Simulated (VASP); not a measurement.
# Mg (P6_3/mmc) in VASP: relaxation of cell and atoms with PBEsol

Aim: the relaxation of cell and atoms of Mg with PBEsol.

Everything below comes from runs of VASP 6.6.1. Logs are shortened: lines on timing, memory, paths and dates and some standing lists are left out, and cuts for length are marked.

### Step 1. The cell of the first run

Symmetry: P6_3/mmc, No. 194, hexagonal system. The conventional cell has a = 3.189 Å, b = 3.189 Å, c = 5.110 Å, α = 90.00°, β = 90.00°, γ = 120.00°. Mg (site symmetry -6m2) has 12 Mg at 3.15 to 3.19 Å within 4.1 Å.

### Step 2. Relaxation of cell and atoms, PBEsol

Input file INCAR:

```
ALGO = Normal
EDIFF = 1E-7
EDIFFG = -0.01
ENCUT = 600
GGA = PS
GGA_COMPAT = F
IBRION = 2
ISIF = 3
ISMEAR = 0
LASPH = T
LCHARG = F
LREAL = F
LWAVE = F
NELM = 120
NELMIN = 4
NSW = 80
PREC = Accurate
SIGMA = 0.1
```

Input file KPOINTS:

```
k-points
0
Gamma
  18 18 8
```

Input file POSCAR:

```
Mg
1.0
    3.1891797503      0.0000000000      0.0000000000
   -1.5945898751      2.7619106810      0.0000000000
    0.0000000000      0.0000000000      5.1096257985
Mg
2
Direct
    0.3333333333      0.6666666667      0.2500000000
    0.6666666667      0.3333333333      0.7500000000
```

Potentials or basis: VASP PAW PBE potentials, release 64 (Mg).

The run is started by

```
$ cat potpaw_PBE.64/Mg/POTCAR > POTCAR
$ mpirun -np 1 vasp_std > vasp.out
```

OUTCAR:

```text
EDIFF = 1E-7
   EDIFFG = -0.01
   ENCUT = 600
   GGA = PS
   IBRION = 2
   ISIF = 3
   ISMEAR = 0
   LASPH = T
   LREAL = F
   NELM = 120
   NELMIN = 4
   NSW = 80
   PREC = Accurate

 ion  position               nearest neighbor table
   1  0.333  0.667  0.250-   2 3.15   2 3.15   2 3.15   2 3.15   2 3.15   2 3.15
   2  0.667  0.333  0.750-   1 3.15   1 3.15   1 3.15   1 3.15   1 3.15   1 3.15

  LATTYP: Found a hexagonal cell.
 ALAT       =     3.1891797503
 C/A-ratio  =     1.6021755431

  Lattice vectors:

 A1 = (   3.1891797503,   0.0000000000,   0.0000000000)
 A2 = (  -1.5945898751,   2.7619106810,   0.0000000000)
 A3 = (   0.0000000000,   0.0000000000,   5.1096257985)

Analysis of symmetry for initial positions (statically):
=====================================================================
 Subroutine PRICEL returns:
 Original cell was already a primitive cell.

 Routine SETGRP: Setting up the symmetry group for a
 hexagonal supercell.

 Subroutine GETGRP returns: Found 24 space group operations
 (whereof 12 operations were pure point group operations)
 out of a pool of 24 trial point group operations.

The static configuration has the point symmetry D_3d.
 The point group associated with its full space group is D_6h.

Analysis of symmetry for dynamics (positions and initial velocities):
=====================================================================
 Subroutine PRICEL returns:
 Original cell was already a primitive cell.

 Routine SETGRP: Setting up the symmetry group for a
 hexagonal supercell.

 Subroutine GETGRP returns: Found 24 space group operations
 (whereof 12 operations were pure point group operations)
 out of a pool of 24 trial point group operations.

The dynamic configuration has the point symmetry D_3d.
 The point group associated with its full space group is D_6h.

 Subroutine INISYM returns: Found 24 space group operations
 (whereof 12 operations are pure point group operations),
 and found     1 'primitive' translations

----------------------------------------------------------------------------------------

                                     Primitive cell

  volume of cell :      45.0068

  direct lattice vectors                    reciprocal lattice vectors
     3.189179750  0.000000000  0.000000000     0.313560250  0.181034095  0.000000000
    -1.594589875  2.761910681  0.000000000     0.000000000  0.362068190  0.000000000
     0.000000000  0.000000000  5.109625798     0.000000000  0.000000000  0.195709048

  length of vectors
     3.189179750  3.189179750  5.109625798     0.362068190  0.362068190  0.195709048

  position of ions in fractional coordinates (direct lattice)
     0.333333333  0.666666667  0.250000000
     0.666666667  0.333333333  0.750000000

  ion indices of the primitive-cell ions
   primitive index   ion index
                 1           1
                 2           2

----------------------------------------------------------------------------------------

 KPOINTS: k-points

Automatic generation of k-mesh.
 Grid dimensions read from file:
 generate k-points for:   18   18    8

 Generating k-lattice:

  Cartesian coordinates                     Fractional coordinates (reciprocal lattice)
     0.017420014  0.010057450  0.000000000     0.055555556  0.000000000  0.000000000
     0.000000000  0.020114899  0.000000000     0.000000000  0.055555556  0.000000000
     0.000000000  0.000000000  0.024463631     0.000000000  0.000000000  0.125000000

  Length of vectors
     0.020114899  0.020114899  0.024463631

  Shift w.r.t. Gamma in fractional coordinates (k-lattice)
     0.000000000  0.000000000  0.000000000

 Subroutine IBZKPT returns following result:
 ===========================================

 Found    185 irreducible k-points:

 Following reciprocal coordinates:
            Coordinates               Weight
  0.000000  0.000000  0.000000      1.000000
  0.055556  0.000000  0.000000      6.000000
  0.111111  0.000000  0.000000      6.000000
  0.166667  0.000000  0.000000      6.000000
  0.222222 -0.000000  0.000000      6.000000
  0.277778  0.000000  0.000000      6.000000
[... 16 lines left out ...]
  0.333333  0.111111  0.000000     12.000000
  0.388889  0.111111  0.000000     12.000000
 [... further k-points ...]
   k-points           NKPTS =    185   k-points in BZ     NKDIM =    185   number of bands    NBANDS=      6
   number of dos      NEDOS =    301   number of ions     NIONS =      2
   total plane-waves  NPLWV =  32928
   dimension x,y,z NGX =    28 NGY =   28 NGZ =   42
   dimension x,y,z NGXF=    56 NGYF=   56 NGZF=   84
   ions per type =               2
   NGX,Y,Z   is equivalent  to a cutoff of  14.60, 14.60, 13.67 a.u.
   NGXF,Y,Z  is equivalent  to a cutoff of  29.19, 29.19, 27.33 a.u.
 SYSTEM =  unknown system
   PREC   = accura    normal or accurate (medium, high low for compatibility)
   ISTART =      0    job   : 0-new  1-cont  2-samecut
   ICHARG =      2    charge: 1-file 2-atom 10-const
   ISPIN  =      1    spin polarized calculation?
   LNONCOLLINEAR =      F non collinear calculations
   LSORBIT =      F    spin-orbit coupling
   LASPH  =      T    aspherical Exc in radial PAW
   ENCUT  =  600.0 eV  44.10 Ry    6.64 a.u.   6.37  6.37 10.21*2*pi/ulx,y,z
   NELM   =    120;   NELMIN=  4; NELMDL= -5     # of ELM steps
   EDIFF  = 0.1E-06   stopping-criterion for ELM
   LREAL  =      F    real-space projection
   EDIFFG = -.1E-01   stopping-criterion for IOM
   NSW    =     80    number of steps for IOM
   IBRION =      2    ionic relax: 0-MD 1-quasi-New 2-CG
   NFREE  =      1    steps in history (QN), initial steepest desc. (CG)
   ISIF   =      3    stress and relaxation
   ISYM   =      2    0-nonsym 1-usesym 2-fastsym
   POTIM  = 0.5000    time-step for ionic-motion
   TEBEG  =    0.0;   TEEND  =   0.0 temperature during run
   PSTRESS=    0.0 pullay stress
   NELECT =       4.0000    total number of electrons
   NUPDOWN=      -1.0000    fix difference up-down
   EMIN   =  10.00;   EMAX   =-10.00  energy-range for DOS
   EFERMI =   0.00;   METHOD = LEGACY
   ISMEAR =     0;   SIGMA  =   0.10  broadening in eV -4-tet -1-fermi 0-gaus
   EFERMI_NEDOS =   21; number of points for ismear=-14 and -15
   IALGO  =     38    algorithm
   IMIX   =      4    mixing-type and parameters
     AMIX     =   0.40;   BMIX     =  1.00
     AMIX_MAG =   1.60;   BMIX_MAG =  1.00
  volume/ion in A,a.u.               =      22.50       151.86
  Fermi-wavevector in a.u.,A,eV,Ry     =   0.730582  1.380600  7.262109  0.533750
  Thomas-Fermi vector in A             =   1.822587
   LORBIT       =      0    0 simple, 1 ext, 2 COOP (PROOUT), +10 PAW based schemes
   GGA     = PS    functional components
   LHFCALC =     F    Hartree Fock is set to
   AEXX    =    0.0000 exact exchange contribution
   IVDW    =     0    specifies the selected vdW correction
   LEPSILON=     F    determine dielectric tensor
   LRPA    =     F    only Hartree local field effects (RPA)
 conjugate gradient relaxation of ions
 non-spin polarized calculation
 Gauss-broadening in eV      SIGMA  =   0.10
  energy-cutoff  :      600.00
  volume of cell :       45.01
 maximum number of plane-waves:      1526
 NGX is ok and might be reduce to    28
   NGX = 13   NGY = 13   NGZ = 21

--------------------------------------- Ionic step        1  -------------------------------------------

 number of electron       4.0000000 magnetization

 Free energy of the ion-electron system (eV)
  ---------------------------------------------------
  ext. energy  EPLUGINS =         0.00000000
  ---------------------------------------------------
  free energy    TOTEN  =        -3.45094677 eV

  energy without entropy =       -3.44651820  energy(sigma->0) =       -3.44873248

------------------------ aborting loop because EDIFF is reached ----------------------------------------

  FORCE on cell =-STRESS in cart. coord.  units (eV):
  Direction    XX          YY          ZZ          XY          YZ          ZX
  --------------------------------------------------------------------------------------
  -------------------------------------------------------------------------------------
  Total       -0.0202093     -0.0202093     -0.0050781     -0.0000000      0.0000000      0.0000000
  in kB       -0.7194233     -0.7194233     -0.1807727     -0.0000000      0.0000000      0.0000000
  external PRESSURE =      -0.5398731 kB  Pullay stress =       0.0000000 kB

 VOLUME and BASIS-vectors are now :
 -----------------------------------------------------------------------------
  energy-cutoff  :      600.00
  volume of cell :       45.01
      direct lattice vectors                 reciprocal lattice vectors
     3.189179750  0.000000000  0.000000000     0.313560250  0.181034095  0.000000000
    -1.594589875  2.761910681  0.000000000     0.000000000  0.362068190  0.000000000
     0.000000000  0.000000000  5.109625798     0.000000000  0.000000000  0.195709048

 POSITION                                       TOTAL-FORCE (eV/Angst)
 -----------------------------------------------------------------------------------
     -0.00000      1.84127      1.27741        -0.000000      0.000000      0.000000
      1.59459      0.92064      3.83222         0.000000     -0.000000      0.000000
 -----------------------------------------------------------------------------------
    total drift:                                0.000000     -0.000000      0.000000

  FREE ENERGIE OF THE ION-ELECTRON SYSTEM (eV)
  ---------------------------------------------------
  free  energy   TOTEN  =        -3.4509467673 eV

  energy  without entropy=       -3.4465181994  energy(sigma->0) =       -3.44873248

--------------------------------------- Ionic step        2  -------------------------------------------

 number of electron       4.0000000 magnetization

 Free energy of the ion-electron system (eV)
  ---------------------------------------------------
  ext. energy  EPLUGINS =         0.00000000
  ---------------------------------------------------
  free energy    TOTEN  =        -3.45096042 eV

  energy without entropy =       -3.44653394  energy(sigma->0) =       -3.44874718

 E-fermi :   2.7116     XC(G=0):  -8.5998

 val. band max:        2.7105731702   @ k =   0.3889   0.1111   0.3750
 cond. band min:       2.7182165695   @ k =   0.2778   0.1667   0.1250
 fundamental gap:      0.0076433993
 Fermi energy:         2.7116140527

 k-point     1 :       0.0000    0.0000    0.0000
  band No.  band energies     occupation
      1      -4.3183      2.00000
      2       1.0504      2.00000
      3       1.5853      2.00000
      4      13.6123      0.00000
      5      13.6123      0.00000
      6      13.7419      0.00000

 k-point     2 :       0.0556    0.0000    0.0000
  band No.  band energies     occupation
      1      -4.2572      2.00000
      2       1.1060      2.00000
      3       1.6445      2.00000
      4      12.1998      0.00000
      5      12.8105      0.00000
      6      13.6115      0.00000

 k-point     3 :       0.1111    0.0000    0.0000
  band No.  band energies     occupation
      1      -4.0741      2.00000
      2       1.2728      2.00000
      3       1.8211      2.00000
      4      10.4885      0.00000
      5      12.0463      0.00000
      6      12.8580      0.00000

 k-point     4 :       0.1667    0.0000    0.0000
  band No.  band energies     occupation
      1      -3.7698      2.00000
      2       1.5510      2.00000
      3       2.1115      2.00000
      4       8.8149      0.00000
      5      11.3834      0.00000
      6      12.0310      0.00000
[... 154 lines left out ...]
 k-point    22 :       0.2778    0.1111    0.0000
  band No.  band energies     occupation
      1      -1.9646      2.00000
      2       3.2229      0.00000
      3       3.4966      0.00000
      4       4.7669      0.00000
      5       7.4410      0.00000
      6       9.2839      0.00000

 k-point    23 :       0.3333    0.1111    0.0000
  band No.  band energies     occupation
      1      -1.1935      2.00000
      2       2.8575      0.03903
      3       3.9479      0.00000
      4       4.7959      0.00000
      5       7.0825      0.00000
      6       8.0008      0.00000

 k-point    24 :       0.3889    0.1111    0.0000
  band No.  band energies     occupation
      1      -0.3127      2.00000
      2       1.7475      2.00000
      3       4.7808      0.00000
      4       5.4463      0.00000
      5       6.7128      0.00000
      6       6.8309      0.00000

 [... further k-points ...]
[... 5 lines left out ...]
  --------------------------------------------------------------------------------------
  -------------------------------------------------------------------------------------
  Total       -0.0069572     -0.0069572      0.0029783     -0.0000000     -0.0000000      0.0000000
  in kB       -0.2479379     -0.2479379      0.1061413     -0.0000000     -0.0000000      0.0000000
  external PRESSURE =      -0.1299115 kB  Pullay stress =       0.0000000 kB

 VOLUME and BASIS-vectors are now :
 -----------------------------------------------------------------------------
  energy-cutoff  :      600.00
  volume of cell :       44.96
      direct lattice vectors                 reciprocal lattice vectors
     3.187625103 -0.000000000  0.000000000     0.313713178  0.181122388 -0.000000000
    -1.593812551  2.760564317  0.000000000     0.000000000  0.362244775 -0.000000000
     0.000000000  0.000000000  5.108999920    -0.000000000 -0.000000000  0.195733023

 POSITION                                       TOTAL-FORCE (eV/Angst)
 -----------------------------------------------------------------------------------
     -0.00000      1.84038      1.27725         0.000000     -0.000000      0.000000
      1.59381      0.92019      3.83175        -0.000000      0.000000      0.000000
 -----------------------------------------------------------------------------------
    total drift:                                0.000000     -0.000000      0.000000

  FREE ENERGIE OF THE ION-ELECTRON SYSTEM (eV)
  ---------------------------------------------------
  free  energy   TOTEN  =        -3.4509604182 eV

  energy  without entropy=       -3.4465339412  energy(sigma->0) =       -3.44874718

 reached required accuracy - stopping structural energy minimisation
```

Run time: 26 s. Hardware: 1 thread of Intel Xeon 6975P-C (Granite Rapids), shared host; peak memory 0.22 GiB.

What came out:

| Quantity | Value |
| --- | --- |
| Free energy | -3.4510 eV |
| Relaxed volume | 22.48 Å³/atom |
| Relaxed cell | a = 3.188 Å, b = 3.188 Å, c = 5.109 Å, α = 90.00°, β = 90.00°, γ = 120.00° |
| Space group after relaxing (to 0.1 Å) | P6_3/mmc (No. 194) |
| Energy gained by relaxing | 0.0 meV/atom |
| Ionic steps | 2 |
| Pressure after relaxing | 0.0 GPa |
| Band gap on the k mesh | zero (bands 2 and 3 overlap by 2.14 eV) |

Final structure:
```
Mg
1.0
     3.18763    0.00000    0.00000
    -1.59381    2.76056    0.00000
     0.00000    0.00000    5.10900
Mg
2
Direct
  0.33333 0.66667 0.25000
  0.66667 0.33333 0.75000
```

Levels at points of the mesh, in eV from the Fermi level:
| k point | band 1 | band 2 | band 3 | band 4 | band 5 |
| --- | --- | --- | --- | --- | --- |
| (0.00, 0.00, 0.00) | -7.03 | -1.66 | -1.13 | 10.90 | 10.90 |
| (0.50, 0.00, 0.00) | -2.22 | -2.20 | 2.70 | 3.04 | 3.42 |
| (0.00, 0.00, 0.50) | -5.60 | -5.60 | 5.28 | 5.28 | 11.66 |
| (0.50, 0.00, 0.50) | -1.15 | -1.15 | -0.47 | -0.47 | 8.04 |

Caveat: the PAW data sets were made with another functional, which shifts forces and pressure a little.
